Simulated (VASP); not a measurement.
# NiO (Fm-3m) in VASP: further runs

NiO is run at these levels: PBE+U; tasks: single point, relaxation of cell and atoms.

Everything below comes from runs of VASP 6.6.1. Logs are shortened: lines on timing, memory, paths and dates and some standing lists are left out, and cuts for length are marked.

## Step 1: The cell of the first run

The structure is cubic, space group Fm-3m (No. 225). The conventional cell has a = 4.267 Å, b = 4.267 Å, c = 4.267 Å, α = 90.00°, β = 90.00°, γ = 90.00°. Ni (site symmetry m-3m) has 6 O at 2.13 Å within 2.8 Å. O (site symmetry m-3m) has 6 Ni at 2.13 Å within 2.8 Å.

## Step 2: Single point, PBE+U, collinear spin, ferromagnetic start

Contents of INCAR:

```
ALGO     = Normal         # electronic algorithm
EDIFF    = 1E-6           # SCF threshold, eV
ENCUT    = 520            # plane-wave cutoff, eV
GGA      = PE             # functional
ISIF     = 2              # what is computed and relaxed
ISMEAR   = 0              # smearing method
ISPIN    = 2              # spin polarisation
LASPH    = T              # aspherical terms in the spheres
LCHARG   = F              # write CHGCAR
LDAU     = T              # DFT+U
LDAUJ    = 0 0          
LDAUL    = 2 -1           # shell
LDAUPRINT= 1            
LDAUTYPE = 2            
LDAUU    = 6.2 0          # U, eV
LMAXMIX  = 4              # l up to which the mixer works
LORBIT   = 11             # projections on sites
LREAL    = F              # projectors in reciprocal space
LWAVE    = F              # write WAVECAR
MAGMOM   = 1.91 0.21      # initial moments
NBANDS   = 19             # bands
NELM     = 150            # most SCF steps
PREC     = Accurate       # precision mode
SIGMA    = 0.02           # smearing width, eV
```

Contents of KPOINTS:

```
k-points
0
Gamma
  12 12 12
```

Contents of POSCAR:

```
NiO
1.0
    0.0000000000      2.1337376274      2.1337376274
    2.1337376274      0.0000000000      2.1337376274
    2.1337376274      2.1337376274      0.0000000000
Ni O
1 1
Direct
    0.0000000000      0.0000000000      0.0000000000
    0.5000000000      0.5000000000      0.5000000000
```

Potentials or basis: VASP PAW PBE potentials, release 64 (Ni, O).

The run is started by

```sh
$ cat potpaw_PBE.64/Ni/POTCAR potpaw_PBE.64/O/POTCAR > POTCAR
$ mpirun -np 1 vasp_std > vasp.out
```

OUTCAR:

```text
EDIFF = 1E-6
   ENCUT = 520
   GGA = PE
   ISIF = 2
   ISMEAR = 0
   ISPIN = 2
   LASPH = T
   LORBIT = 11
   LREAL = F
   NELM = 150
   PREC = Accurate

 ion  position               nearest neighbor table
   1  0.000  0.000  0.000-   2 2.13   2 2.13   2 2.13   2 2.13   2 2.13   2 2.13
   2  0.500  0.500  0.500-   1 2.13   1 2.13   1 2.13   1 2.13   1 2.13   1 2.13

  LATTYP: Found a face centered cubic cell.
 ALAT       =     4.2674752548

  Lattice vectors:

 A1 = (   0.0000000000,   2.1337376274,   2.1337376274)
 A2 = (   2.1337376274,   0.0000000000,   2.1337376274)
 A3 = (   2.1337376274,   2.1337376274,   0.0000000000)

Analysis of symmetry for initial positions (statically):
=====================================================================
 Subroutine PRICEL returns:
 Original cell was already a primitive cell.

 Routine SETGRP: Setting up the symmetry group for a
 face centered cubic supercell.

 Subroutine GETGRP returns: Found 48 space group operations
 (whereof 48 operations were pure point group operations)
 out of a pool of 48 trial point group operations.

The static configuration has the point symmetry O_h .

Analysis of symmetry for dynamics (positions and initial velocities):
=====================================================================
 Subroutine PRICEL returns:
 Original cell was already a primitive cell.

 Routine SETGRP: Setting up the symmetry group for a
 face centered cubic supercell.

 Subroutine GETGRP returns: Found 48 space group operations
 (whereof 48 operations were pure point group operations)
 out of a pool of 48 trial point group operations.

The dynamic configuration has the point symmetry O_h .

Analysis of structural, dynamic, and magnetic symmetry:
=====================================================================
 Subroutine PRICEL returns:
 Original cell was already a primitive cell.

 Routine SETGRP: Setting up the symmetry group for a
 face centered cubic supercell.

 Subroutine GETGRP returns: Found 48 space group operations
 (whereof 48 operations were pure point group operations)
 out of a pool of 48 trial point group operations.

The overall configuration has the point symmetry O_h .

 Subroutine INISYM returns: Found 48 space group operations
 (whereof 48 operations are pure point group operations),
 and found     1 'primitive' translations

----------------------------------------------------------------------------------------

                                     Primitive cell

  volume of cell :      19.4291

  direct lattice vectors                    reciprocal lattice vectors
     0.000000000  2.133737627  2.133737627    -0.234330591  0.234330591  0.234330591
     2.133737627  0.000000000  2.133737627     0.234330591 -0.234330591  0.234330591
     2.133737627  2.133737627  0.000000000     0.234330591  0.234330591 -0.234330591

  length of vectors
     3.017560691  3.017560691  3.017560691     0.405872490  0.405872490  0.405872490

  position of ions in fractional coordinates (direct lattice)
     0.000000000  0.000000000  0.000000000
     0.500000000  0.500000000  0.500000000

  ion indices of the primitive-cell ions
   primitive index   ion index
                 1           1
                 2           2

----------------------------------------------------------------------------------------

[... 66 lines left out ...]
   LASPH  =      T    aspherical Exc in radial PAW
   ENCUT  =  520.0 eV  38.22 Ry    6.18 a.u.   5.61  5.61  5.61*2*pi/ulx,y,z
   NELM   =    150;   NELMIN=  2; NELMDL= -5     # of ELM steps
   EDIFF  = 0.1E-05   stopping-criterion for ELM
   LREAL  =      F    real-space projection
   EDIFFG = 0.1E-04   stopping-criterion for IOM
   NSW    =      0    number of steps for IOM
   IBRION =     -1    ionic relax: 0-MD 1-quasi-New 2-CG
   NFREE  =      0    steps in history (QN), initial steepest desc. (CG)
   ISIF   =      2    stress and relaxation
   ISYM   =      2    0-nonsym 1-usesym 2-fastsym
   POTIM  = 0.5000    time-step for ionic-motion
   TEBEG  =    0.0;   TEEND  =   0.0 temperature during run
   PSTRESS=    0.0 pullay stress
   NELECT =      16.0000    total number of electrons
   NUPDOWN=      -1.0000    fix difference up-down
   EMIN   =  10.00;   EMAX   =-10.00  energy-range for DOS
   EFERMI =   0.00;   METHOD = LEGACY
   ISMEAR =     0;   SIGMA  =   0.02  broadening in eV -4-tet -1-fermi 0-gaus
   EFERMI_NEDOS =   21; number of points for ismear=-14 and -15
   IALGO  =     38    algorithm
   IMIX   =      4    mixing-type and parameters
     AMIX     =   0.40;   BMIX     =  1.00
     AMIX_MAG =   1.60;   BMIX_MAG =  1.00
  volume/ion in A,a.u.               =       9.71        65.56
  Fermi-wavevector in a.u.,A,eV,Ry     =   1.534489  2.899764 32.037051  2.354657
  Thomas-Fermi vector in A             =   2.641410
   LORBIT       =     11    0 simple, 1 ext, 2 COOP (PROOUT), +10 PAW based schemes
 LDA+U is selected, type is set to LDAUTYPE =  2
   angular momentum for each species LDAUL =     2   -1
   U (eV)           for each species LDAUU =   6.2  0.0
   J (eV)           for each species LDAUJ =   0.0  0.0
   GGA     = PE    functional components
   LHFCALC =     F    Hartree Fock is set to
   AEXX    =    0.0000 exact exchange contribution
   IVDW    =     0    specifies the selected vdW correction
   LEPSILON=     F    determine dielectric tensor
   LRPA    =     F    only Hartree local field effects (RPA)
 spin polarized calculation
 Gauss-broadening in eV      SIGMA  =   0.02
  energy-cutoff  :      520.00
  volume of cell :       19.43
 maximum number of plane-waves:       544
   NGX = 11   NGY = 11   NGZ = 11

atom =   1  type =  1  l = 2

 onsite density matrix

spin component  1

  0.9818 -0.0000  0.0000 -0.0000 -0.0000
 -0.0000  0.9818  0.0000 -0.0000 -0.0000
  0.0000  0.0000  1.0279  0.0000  0.0000
 -0.0000 -0.0000  0.0000  0.9818 -0.0000
 -0.0000 -0.0000  0.0000 -0.0000  1.0279

spin component  2

  0.9805 -0.0000 -0.0000 -0.0000  0.0000
 -0.0000  0.9805  0.0000 -0.0000 -0.0000
 -0.0000  0.0000  0.1273 -0.0000 -0.0000
 -0.0000 -0.0000 -0.0000  0.9805 -0.0000
  0.0000 -0.0000 -0.0000 -0.0000  0.1273

 occupancies and eigenvectors

  o =  0.1273  v =  0.0000  0.0000  0.0000  0.0000  0.0000  0.0000  0.0000 -1.0000  0.0000 -0.0048      0.0000  0.0000  0.0000  0.0000  0.0000  0.0000  0.0000  0.0000  0.0000  0.0000
  o =  0.1273  v =  0.0000  0.0000  0.0000  0.0000  0.0000  0.0000 -0.0000 -0.0048  0.0000  1.0000      0.0000  0.0000  0.0000  0.0000  0.0000  0.0000  0.0000  0.0000  0.0000  0.0000
  o =  0.9805  v =  0.0000  0.0000  0.0000  0.0000  0.0000  0.0000 -0.9314  0.0000 -0.3639  0.0000      0.0000  0.0000  0.0000  0.0000  0.0000  0.0000  0.0000  0.0000  0.0000  0.0000
  o =  0.9805  v =  0.0000  0.0000  0.0000  0.0000  0.0000  0.0000  0.3639 -0.0000 -0.9314  0.0000      0.0000  0.0000  0.0000  0.0000  0.0000  0.0000  0.0000  0.0000  0.0000  0.0000
  o =  0.9805  v =  0.0000  0.0000  0.0000  0.0000  0.0000  1.0000  0.0000  0.0000  0.0000  0.0000      0.0000  0.0000  0.0000  0.0000  0.0000  0.0000  0.0000  0.0000  0.0000  0.0000
  o =  0.9818  v =  0.0000 -0.9847 -0.0000 -0.1740  0.0000  0.0000  0.0000  0.0000  0.0000  0.0000      0.0000  0.0000  0.0000  0.0000  0.0000  0.0000  0.0000  0.0000  0.0000  0.0000
  o =  0.9818  v =  0.0000  0.1740  0.0000 -0.9847  0.0000  0.0000  0.0000  0.0000  0.0000  0.0000      0.0000  0.0000  0.0000  0.0000  0.0000  0.0000  0.0000  0.0000  0.0000  0.0000
  o =  0.9818  v =  1.0000  0.0000  0.0000  0.0000  0.0000  0.0000  0.0000  0.0000  0.0000  0.0000      0.0000  0.0000  0.0000  0.0000  0.0000  0.0000  0.0000  0.0000  0.0000  0.0000
  o =  1.0279  v =  0.0000 -0.0000  0.0165 -0.0000 -0.9999  0.0000  0.0000  0.0000  0.0000  0.0000      0.0000  0.0000  0.0000  0.0000  0.0000  0.0000  0.0000  0.0000  0.0000  0.0000
  o =  1.0279  v =  0.0000  0.0000 -0.9999 -0.0000 -0.0165  0.0000  0.0000  0.0000  0.0000  0.0000      0.0000  0.0000  0.0000  0.0000  0.0000  0.0000  0.0000  0.0000  0.0000  0.0000

 number of electron      16.0000010 magnetization       1.9999983

 Free energy of the ion-electron system (eV)
  ---------------------------------------------------
  ext. energy  EPLUGINS =         0.00000000
  ---------------------------------------------------
  free energy    TOTEN  =       -10.14193900 eV

  energy without entropy =      -10.14193900  energy(sigma->0) =      -10.14193900

 E-fermi :   6.1299     XC(G=0): -12.2729

 val. band max:        5.9321359470   @ k =   0.5000   0.0000   0.0000
 cond. band min:       8.2928453903   @ k =   0.0000   0.0000   0.0000
 fundamental gap:      2.3607094434
 Fermi energy:         6.1299417727

 spin component 1

 k-point     1 :       0.0000    0.0000    0.0000
  band No.  band energies     occupation
      1     -12.3605      1.00000
      2      -0.1228      1.00000
      3      -0.1227      1.00000
      4       0.9907      1.00000
      5       0.9908      1.00000
      6       0.9908      1.00000
[... 1049 lines left out ...]
     18      36.7799      0.00000
     19      37.3404      0.00000

 [... further k-points ...]

------------------------ aborting loop because EDIFF is reached ----------------------------------------

  FORCE on cell =-STRESS in cart. coord.  units (eV):
  Direction    XX          YY          ZZ          XY          YZ          ZX
  --------------------------------------------------------------------------------------
  -------------------------------------------------------------------------------------
  Total       -0.9946133     -0.9946133     -0.9946133     -0.0000000     -0.0000000      0.0000000
  in kB      -82.0184922    -82.0184922    -82.0184922     -0.0000000     -0.0000000      0.0000000
  external PRESSURE =     -82.0184922 kB  Pullay stress =       0.0000000 kB

 VOLUME and BASIS-vectors are now :
 -----------------------------------------------------------------------------
  energy-cutoff  :      520.00
  volume of cell :       19.43
      direct lattice vectors                 reciprocal lattice vectors
     0.000000000  2.133737627  2.133737627    -0.234330591  0.234330591  0.234330591
     2.133737627  0.000000000  2.133737627     0.234330591 -0.234330591  0.234330591
     2.133737627  2.133737627  0.000000000     0.234330591  0.234330591 -0.234330591

 POSITION                                       TOTAL-FORCE (eV/Angst)
 -----------------------------------------------------------------------------------
      0.00000      0.00000      0.00000        -0.000000      0.000000      0.000000
      2.13374      2.13374      2.13374         0.000000      0.000000     -0.000000
 -----------------------------------------------------------------------------------
    total drift:                                0.000000     -0.000000     -0.000000

  FREE ENERGIE OF THE ION-ELECTRON SYSTEM (eV)
  ---------------------------------------------------
  free  energy   TOTEN  =       -10.1419389999 eV

  energy  without entropy=      -10.1419389999  energy(sigma->0) =      -10.14193900

 total charge

# of ion       s       p       d       tot
------------------------------------------
    1        0.326   0.379   8.173   8.877
    2        1.548   3.449   0.000   4.997
--------------------------------------------------
tot          1.874   3.827   8.173  13.874

 magnetization (x)

# of ion       s       p       d       tot
------------------------------------------
    1        0.012   0.012   1.803   1.827
    2        0.016   0.147   0.000   0.163
--------------------------------------------------
tot          0.028   0.159   1.803   1.990
```

Wall time 50 s (1 thread of AMD EPYC 7R13 (Zen 3), shared host); peak memory 0.14 GiB.

What came out:

| Property | Result |
| --- | --- |
| Free energy | -10.1419 eV |
| Pressure | -8.2 GPa |
| Band gap on the k mesh | 2.36 eV, indirect (least direct gap 3.16 eV) |
| Net moment | 2.00 μB per cell |
| Site moments | Ni +1.83; O +0.16 μB |
| Valence electrons inside the program's atomic spheres | Ni 8.88; O 5.00 |

Eigenvalues of the final occupation matrices:
```
    site  spin  trace               eigenvalues
site 1 d     1   5.00  0.98 0.98 0.98 1.03 1.03
site 1 d     2   3.20  0.13 0.13 0.98 0.98 0.98
```

Caveat: a cell with one magnetic atom can't hold antiferromagnetic order, which such compounds often take. The state reached can hang on the start; a lower one may exist.

## Step 3: Relaxation of cell and atoms, PBE+U, collinear spin, ferromagnetic start

Contents of INCAR:

```
SYSTEM = NiO
PREC = Accurate
ENCUT = 600
EDIFF = 1E-6
ISMEAR = 0
SIGMA = 0.02
LREAL = .FALSE.
LASPH = .TRUE.
NELM = 150
ALGO = Normal
ISIF = 3
LWAVE = .FALSE.
LCHARG = .FALSE.
ISPIN = 2
MAGMOM = 1.91 0.21
LORBIT = 11
LMAXMIX = 4
LDAU = .TRUE.
LDAUTYPE = 2
LDAUL = 2 -1
LDAUU = 6.2 0
LDAUJ = 0 0
LDAUPRINT = 1
GGA = PE
IBRION = 2
NSW = 100
EDIFFG = -0.005
```

Contents of KPOINTS:

```
regular mesh
0
G
  12 12 12
  0 0 0
```

POSCAR is that of step 2.

Potentials or basis: VASP PAW PBE potentials, release 64 (Ni, O).

The run is started by

```sh
$ cat potpaw_PBE.64/Ni/POTCAR potpaw_PBE.64/O/POTCAR > POTCAR
$ mpirun -np 1 vasp_std > vasp.out
```

It took 1.9 min on 1 thread of AMD EPYC 7R13 (Zen 3), shared host; peak memory 0.15 GiB.

It converged, with:

| Property | Result |
| --- | --- |
| Free energy | -10.1708 eV |
| Relaxed volume | 9.23 Å³/atom |
| Relaxed cell | a = 2.966 Å, b = 2.966 Å, c = 2.966 Å, α = 60.00°, β = 60.00°, γ = 60.00° |
| Space group after relaxing (to 0.05 Å) | Fm-3m (No. 225) |
| Energy gained by relaxing | 13.3 meV/atom |
| Ionic steps | 3 |
| Pressure after relaxing | 0.0 GPa |
| Band gap on the k mesh | 2.55 eV, indirect (least direct gap 3.19 eV) |
| Net moment | 2.00 μB per cell |
| Site moments | Ni +1.82; O +0.17 μB |
| Valence electrons inside the program's atomic spheres | Ni 8.97; O 5.02 |

The path:
```
step  energy change (eV)  largest force (eV/Å)  pressure (GPa)  volume (Å³)
   1              0.0000                0.0000           -8.45        19.43
   2             -0.0207                0.0000            4.52        18.02
   3             -0.0266                0.0000            0.00        18.46
```

Final structure:
```
CELL_PARAMETERS angstrom
0.00000 2.09757 2.09757
2.09757 0.00000 2.09757
2.09757 2.09757 0.00000
ATOMIC_POSITIONS crystal
Ni 0.00000 0.00000 0.00000
O 0.50000 0.50000 0.50000
```

Levels at points of the mesh, in eV from the valence-band top:
Spin up:
| k point | band 5 | band 6 | band 7 | band 8 | band 9 | band 10 | band 11 | band 12 | band 13 |
| --- | --- | --- | --- | --- | --- | --- | --- | --- | --- |
| (0.00, 0.00, 0.00) | -5.00 | -5.00 | -1.37 | -1.37 | -1.37 | 2.66 | 17.84 | 17.84 | 17.84 |
| (0.50, 0.00, 0.00) | -4.50 | -4.50 | -3.10 | 0.00 | 0.00 | 6.72 | 11.03 | 14.93 | 14.93 |
| (0.50, 0.50, 0.00) | -5.10 | -4.19 | -4.19 | -2.72 | -2.72 | 6.98 | 11.49 | 11.86 | 17.61 |
Spin down:
| k point | band 5 | band 6 | band 7 | band 8 | band 9 | band 10 |
| --- | --- | --- | --- | --- | --- | --- |
| (0.00, 0.00, 0.00) | -1.03 | -1.03 | -1.03 | 2.55 | 2.55 | 3.01 |
| (0.50, 0.00, 0.00) | -2.21 | -1.95 | -1.95 | 4.85 | 4.85 | 6.90 |
| (0.50, 0.50, 0.00) | -3.11 | -2.40 | -2.40 | 2.99 | 3.42 | 7.62 |

Eigenvalues of the final occupation matrices:
```csv
site,spin,trace,eigenvalues
site 1 d,1,5.02,0.98 0.98 0.98 1.04 1.04
site 1 d,2,3.22,0.14 0.14 0.98 0.98 0.98
```

Caveat: a cell with one magnetic atom can't hold antiferromagnetic order, which such compounds often take.

## Step 4: Single point, PBE+U, collinear spin, ferromagnetic start

Contents of INCAR:

```
ALGO     = Normal         # electronic algorithm
EDIFF    = 1E-6           # SCF threshold, eV
ENCUT    = 600            # plane-wave cutoff, eV
GGA      = PE             # functional
GGA_COMPAT= F            
ISIF     = 2              # what is computed and relaxed
ISMEAR   = 0              # smearing method
ISPIN    = 2              # spin polarisation
LASPH    = T              # aspherical terms in the spheres
LCHARG   = F              # write CHGCAR
LDAU     = T              # DFT+U
LDAUJ    = 0 0          
LDAUL    = 2 -1           # shell
LDAUPRINT= 1            
LDAUTYPE = 2            
LDAUU    = 6.2 0          # U, eV
LMAXMIX  = 4              # l up to which the mixer works
LORBIT   = 11             # projections on sites
LREAL    = F              # projectors in reciprocal space
LWAVE    = F              # write WAVECAR
MAGMOM   = 1.91 0.21      # initial moments
NBANDS   = 23             # bands
NELM     = 200            # most SCF steps
PREC     = Accurate       # precision mode
SIGMA    = 0.02           # smearing width, eV
```

Contents of KPOINTS:

```
k-points
0
Gamma
  12 12 12
```

POSCAR is that of step 3.

Potentials or basis: VASP PAW PBE potentials, release 64 (Ni_sv_GW, O).

The run is started by

```sh
$ cat potpaw_PBE.64/Ni_sv_GW/POTCAR potpaw_PBE.64/O/POTCAR > POTCAR
$ mpirun -np 1 vasp_std > vasp.out
```

Run time: 37 s. Hardware: 1 thread of Intel Xeon 6975P-C (Granite Rapids), shared host; peak memory 0.2 GiB.

It converged, with:

| Quantity | Value |
| --- | --- |
| Free energy | -10.2536 eV |
| Pressure | -3.7 GPa |
| Band gap on the k mesh | 2.00 eV, indirect (least direct gap 3.17 eV) |
| Net moment | 2.00 μB per cell |
| Site moments | Ni +1.80; O +0.16 μB |
| Valence electrons inside the program's atomic spheres | Ni 16.08; O 5.01 |

Levels at points of the mesh, in eV from the valence-band top:
Spin up:
```
           k point  band 10  band 11  band 12  band 13  band 14  band 15  band 16  band 17
(0.00, 0.00, 0.00)    -4.51    -1.48    -1.48    -1.48     2.00    18.27    18.49    18.49
(0.50, 0.00, 0.00)    -4.07    -2.93     0.00     0.00     6.20    10.29    14.23    14.23
(0.50, 0.50, 0.00)    -3.78    -3.78    -2.77    -2.77     6.30    11.16    11.95    16.68
```
Spin down:
```csv
k point,band 8,band 9,band 10,band 11,band 12,band 13,band 14,band 15
"(0.00, 0.00, 0.00)",-3.46,-1.17,-1.17,-1.17,2.35,2.84,2.84,18.21
"(0.50, 0.00, 0.00)",-3.64,-1.98,-1.87,-1.87,5.02,5.02,6.38,10.75
"(0.50, 0.50, 0.00)",-2.66,-2.66,-2.48,-2.48,3.31,3.66,6.92,11.43
```

Eigenvalues of the final occupation matrices:
| site | spin | trace | eigenvalues |
| --- | --- | --- | --- |
| site 1 d | 1 | 4.75 | 0.94 0.94 0.94 0.97 0.97 |
| site 1 d | 2 | 2.97 | 0.09 0.09 0.93 0.93 0.93 |

Caveat: a cell with one magnetic atom can't hold antiferromagnetic order, which such compounds often take. The state reached can hang on the start; a lower one may exist.

## Step 5: Overview

| task | potentials or basis | cell | cutoff (eV) | second run | gap on the mesh (eV) | pressure (GPa) | moment (μB) |
| --- | --- | --- | --- | --- | --- | --- | --- |
| single point | VASP PAW PBE potentials, release 64 (Ni, O) | as given | 520 | - | 2.36 | -8.2 | 2.00 |
| relaxation of cell and atoms | VASP PAW PBE potentials, release 64 (Ni, O) | relaxed | 600 | - | 2.55 | 0.0 | 2.00 |
| single point | VASP PAW PBE potentials, release 64 (Ni_sv_GW, O) | as given | 600 | valence_matched | 2.00 | -3.7 | 2.00 |

Alike in all rows: level PBE+U; spin collinear, ferromagnetic start; Ni d U = 6.2 eV; k mesh 12 × 12 × 12; smearing gaussian 0.02 eV.

Caveats: a cell with one magnetic atom can't hold antiferromagnetic order, which such compounds often take.

Total energies depend on the potentials used, so only differences within one code and one set of settings carry meaning.
